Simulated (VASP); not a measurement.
The system is Ag.

```xyz
1
Lattice="0.0000 2.0428 2.0428 2.0428 0.0000 2.0428 2.0428 2.0428 0.0000" Properties=species:S:1:pos:R:3 pbc="T T T"
Ag    0.0000    0.0000    0.0000
```

| Quantity | Value |
| --- | --- |
| Program | VASP 6.6.1 |
| Task | relaxation of cell and atoms |
| Functional | PBEsol |
| Potentials or basis | VASP PAW PBE potentials, release 64 (Ag) |
| Cutoff | 600 eV |
| k mesh | 16 × 16 × 16 |
| Occupations | fermi-dirac, width 0.1 eV |
| Spin | no spin polarisation |

At the start: pressure -2.8 GPa; volume 17.05 Å³/atom.

Where does the relaxation end?

Over 3 steps the energy falls by 3.8 meV/atom and the volume is 16.63 Å³/atom (-2.5 %); space group Fm-3m (No. 225, to 0.1 Å) before and after.

The path:
```csv
step,energy change (eV),largest force (eV/Å),pressure (GPa),volume (Å³)
1,0.0000,0.0000,-2.77,17.05
2,-0.0017,0.0000,2.28,16.33
3,-0.0038,0.0000,-0.01,16.63
```

Final structure:
```cif
data_structure
_symmetry_space_group_name_H-M 'P 1'
_symmetry_Int_Tables_number 1
_cell_length_a 2.8650
_cell_length_b 2.8650
_cell_length_c 2.8650
_cell_angle_alpha 60.000
_cell_angle_beta 60.000
_cell_angle_gamma 60.000
_cell_volume 16.63
loop_
_atom_site_label
_atom_site_type_symbol
_atom_site_fract_x
_atom_site_fract_y
_atom_site_fract_z
_atom_site_occupancy
Ag1 Ag 0.00000 0.00000 0.00000 1
```

Caveat: the PAW data sets were made with another functional, which shifts forces and pressure a little.
